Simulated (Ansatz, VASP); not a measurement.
# Mg3BiSb: VASP beside Ansatz

```
Mg Sb Bi
1.0
     4.66434    0.00000    0.00000
    -2.33217    4.03944    0.00000
     0.00000    0.00000    7.36034
Mg Sb Bi
3 1 1
Direct
  0.00000 0.00000 0.00449
  0.33333 0.66667 0.36494
  0.66667 0.33333 0.62586
  0.66667 0.33333 0.22507
  0.33333 0.66667 0.77965
```

Alike in both runs: task single point; functional PBEsol; k mesh 6 × 6 × 3; occupations fermi-dirac, width 0.15 eV; no spin polarisation.

|  | VASP | Ansatz |
| --- | --- | --- |
| version | VASP 6.6.1 | Ansatz 0.2.0 |
| potentials or method | VASP PAW PBE potentials, release 64 (Mg, Sb, Bi_d), cutoff 520 eV | plane waves, PAW |
| valence electrons in the cell | 26 | 60 |

|  | VASP | Ansatz | Ansatz less VASP |
| --- | --- | --- | --- |
| pressure (GPa) | -1.5 | -1.5 | +0.03 |

VASP's potentials were made for PBE, not for PBEsol. VASP's potentials hold 26 valence electrons a cell and Ansatz's 60, so a difference there can come from the potentials and not from the codes.

Spin-orbit coupling is off throughout.
